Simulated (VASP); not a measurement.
A run of VASP 6.6.1 is set up as follows.

INCAR

```
ALGO     = Normal         # electronic algorithm
EDIFF    = 1E-8           # SCF threshold, eV
ENCUT    = 520            # plane-wave cutoff, eV
GGA      = PS             # functional
ISIF     = 2              # what is computed and relaxed
ISMEAR   = -1             # smearing method
KPAR     = 4            
LASPH    = T              # aspherical terms in the spheres
LCHARG   = F              # write CHGCAR
LEFG     = T            
LREAL    = F              # projectors in reciprocal space
LWAVE    = F              # write WAVECAR
NBANDS   = 75             # bands
NELM     = 60             # most SCF steps
PREC     = Accurate       # precision mode
SIGMA    = 0.05           # smearing width, eV
```

Contents of KPOINTS:

```
k-points
0
Gamma
  11 11 2
```

The input POSCAR:

```
BiTe
1.0
    4.4219981227      0.0000000000      0.0000000000
   -2.2109990613      3.8295627097      0.0000000000
    0.0000000000      0.0000000000     24.0500000000
Bi Te
6 6
Direct
    0.0000000000      0.0000000000      0.1247650301
    0.0000000000      0.0000000000      0.8752349699
    0.3333333333      0.6666666667      0.2916185139
    0.6666666667      0.3333333333      0.7083814861
    0.6666666667      0.3333333333      0.4649501255
    0.3333333333      0.6666666667      0.5350498745
    0.3333333333      0.6666666667      0.0535933258
    0.6666666667      0.3333333333      0.9464066742
    0.6666666667      0.3333333333      0.2087189294
    0.3333333333      0.6666666667      0.7912810706
    0.0000000000      0.0000000000      0.3636049667
    0.0000000000      0.0000000000      0.6363950333
```

Potentials or basis: VASP PAW PBE potentials, release 64 (Bi_d, Te).

Command:

```bash
$ cat potpaw_PBE.64/Bi_d/POTCAR potpaw_PBE.64/Te/POTCAR > POTCAR
$ mpirun -np 4 vasp_std > vasp.out
```

(1) Estimate the band gap on the k mesh.

(2) What does it give for the pressure?

(3) Estimate the largest force.

## Answers

(1) 0.15 eV (least direct gap 0.23 eV).

(2) -0.5 GPa.

(3) 0.065 eV/Å.

Caveat: without QUAD_EFG the Cq values of the log hold for a quadrupole moment of 1 mb, not for the nuclei; the PAW data sets were made with another functional, which shifts forces and pressure a little; spin-orbit coupling is left out, which moves the levels of the heavy elements.
